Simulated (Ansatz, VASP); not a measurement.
Two plane-wave programs on Bi2Te3

The input INCAR:

```
PREC     = Accurate       # precision mode
ENCUT    = 520            # plane-wave cutoff, eV
EDIFF    = 1E-6           # SCF threshold, eV
ISMEAR   = -1             # smearing method
SIGMA    = 0.02           # smearing width, eV
LREAL    = F              # projectors in reciprocal space
LASPH    = T              # aspherical terms in the spheres
NELM     = 80             # most SCF steps
ALGO     = Normal         # electronic algorithm
ISIF     = 2              # what is computed and relaxed
LWAVE    = F              # write WAVECAR
LCHARG   = F              # write CHGCAR
GGA      = PE             # functional
NBANDS   = 32             # bands
```

The input KPOINTS:

```
Automatic mesh
0
Gamma
  8 8 8
```

File POSCAR:

```
Bi2Te3
1.0
    2.1957255919      1.2677027616     10.4535441813
   -2.1957255919      1.2677027616     10.4535441813
    0.0000000000     -2.5354055231     10.4535441813
Bi Te
2 3
Direct
    0.3983611987      0.3983611987      0.3983611987
    0.6016388013      0.6016388013      0.6016388013
    0.2135932505      0.2135932505      0.2135932505
    0.7864067495      0.7864067495      0.7864067495
    0.0000000000      0.0000000000      0.0000000000
```

Input for Ansatz:

```yaml
crystal:
  lattice:
    - [2.1957255919, 1.2677027616, 10.4535441813]
    - [-2.1957255919, 1.2677027616, 10.4535441813]
    - [0.0, -2.5354055231, 10.4535441813]
  atoms:
    - { symbol: Bi, position: [0.3983611987, 0.3983611987, 0.3983611987] }
    - { symbol: Bi, position: [0.6016388013, 0.6016388013, 0.6016388013] }
    - { symbol: Te, position: [0.2135932505, 0.2135932505, 0.2135932505] }
    - { symbol: Te, position: [0.7864067495, 0.7864067495, 0.7864067495] }
    - { symbol: Te, position: [0.0, 0.0, 0.0] }
kpoints:
  mp_grid: { grid: [8, 8, 8] }
  band_path:
    path:
      - [[0.0, 0.0, 0.0], [0.5, 0.5, 0.5], [0.8235290355039, 0.1764709644961, 0.5]]
      - [[0.5, -0.1764709644961, 0.1764709644961], [0.5, 2.543013650955e-18, -6.813597927046e-17], [0.0, 0.0, 0.0], [0.3382354822481, -0.3382354822481, -1.611685612006e-18]]
      - [[0.6617645177519, 5.08602730191e-18, 0.3382354822481], [0.5, 5.08602730191e-18, 0.5], [0.0, 0.0, 0.0]]
    npoints: 10
hamiltonian:
  xc: pbe
scf:
  occupations: { method: fermi_dirac, width: 0.02 }
  n_extra_bands: 5
output:
  forces: true
  stress: true
  eigenvalues: true
```

Alike in both runs: task single point; functional PBE; k mesh 8 × 8 × 8; occupations fermi-dirac, width 0.02 eV; no spin polarisation.

```csv
,VASP,Ansatz
version,VASP 6.6.1,Ansatz 0.2.0
potentials or method,"VASP PAW PBE potentials, release 64 (Bi_d, Te)","plane waves, PAW"
plane-wave cutoff (eV),520,420
valence electrons in the cell,48,78
```

```csv
,VASP,Ansatz,Ansatz less VASP
pressure (GPa),1.6,1.6,+0.01
"traceless stress, the component that is largest in VASP (GPa)",-0.12,-0.13,-0.005
rms of the force components (eV/Å),0.069,0.064,-0.0053
```

Atom by atom the forces differ by 0.005 eV/Å (rms over components). VASP's potentials hold 48 valence electrons a cell and Ansatz's 78, so a difference there can come from the potentials and not from the codes.

Spin-orbit coupling is off throughout.
